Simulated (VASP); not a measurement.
Input of a VASP 6.6.1 run:

Contents of INCAR:

```
  PREC = Accurate
  ENCUT = 520
  EDIFF = 1E-7
  ISMEAR = 0
  SIGMA = 0.15
  LREAL = F
  LASPH = T
  NELM = 80
  ALGO = Normal
  ISIF = 2
  LWAVE = F
  LCHARG = T
  GGA = PE
  LELF = T
  LVHAR = T
  NBANDS = 21
```

The input KPOINTS:

```
regular mesh
0
Gamma
  14 14 14
```

POSCAR

```
Ge
1.0
    0.0000000000      2.8712015500      2.7439069000
    2.8712015500      0.0000000000      2.7439069000
    2.8712015500      2.8712015500      0.0000000000
Ge
2
Direct
    0.5000000000      0.5000000000      0.5000000000
    0.7500000000      0.7500000000      0.7500000000
```

Potentials or basis: VASP PAW PBE potentials, release 64 (Ge_d).

The run is started by

```console
$ cat potpaw_PBE.64/Ge_d/POTCAR > POTCAR
$ mpirun -np 1 vasp_std > vasp.out
```

(1) What does it give for the band gap on the k mesh?

(2) Predict the pressure.

Results:

(1) 0.13 eV (least direct gap 0.20 eV).

(2) 3.7 GPa.

Caveat: the cell differs from its parent crystal (strain +0.015 along x and y, -0.030 along z); the cell stands under pressure.
